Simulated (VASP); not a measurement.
Here is a VASP 6.6.1 calculation.

File INCAR:

```
SYSTEM = NiH4N
PREC = Accurate ; ENCUT = 520
EDIFF = 1E-7 ; ISMEAR = 0
SIGMA = 0.1 ; LREAL = .FALSE.
LASPH = .TRUE. ; NELM = 150
ALGO = Normal ; ISIF = 2
LWAVE = .FALSE. ; LCHARG = .FALSE.
ISPIN = 2 ; MAGMOM = 2 0 0 0 0 0
LORBIT = 11 ; LMAXMIX = 4
GGA = PE ; NBANDS = 22
```

Contents of KPOINTS:

```
regular mesh
0
G
  6 6 6
  0 0 0
```

File POSCAR:

```
NiH4N
1.0
    3.8716451426      0.0000000000      0.0000000000
    0.0000000000      3.8716451426      0.0000000000
    0.0000000000      0.0000000000      3.8716451426
Ni H N
1 4 1
Direct
    0.5000000000      0.5000000000      0.5000000000
    0.1571251440      0.1571251440      0.1571251440
    0.1571251440      0.8428748560      0.8428748560
    0.8428748560      0.8428748560      0.1571251440
    0.8428748560      0.1571251440      0.8428748560
    0.0000000000      0.0000000000      0.0000000000
```

Potentials or basis: VASP PAW PBE potentials, release 64 (Ni, H, N).

Command:

```sh
$ cat potpaw_PBE.64/Ni/POTCAR potpaw_PBE.64/H/POTCAR potpaw_PBE.64/N/POTCAR > POTCAR
$ mpirun -np 1 vasp_std > vasp.out
```

Question: What does it give for the net moment?

Answer: 0.93 μB per cell.

Question: Estimate the pressure.

Answer: 0.0 GPa.

Forces in eV/Å, atoms in the order of the input:
```
Ni   0.000  0.000  0.000
H    0.007  0.007  0.007
H    0.007 -0.007 -0.007
H   -0.007 -0.007  0.007
H   -0.007  0.007 -0.007
N    0.000  0.000  0.000
```

Caveat: a cell with one magnetic atom can't hold antiferromagnetic order, which such compounds often take.
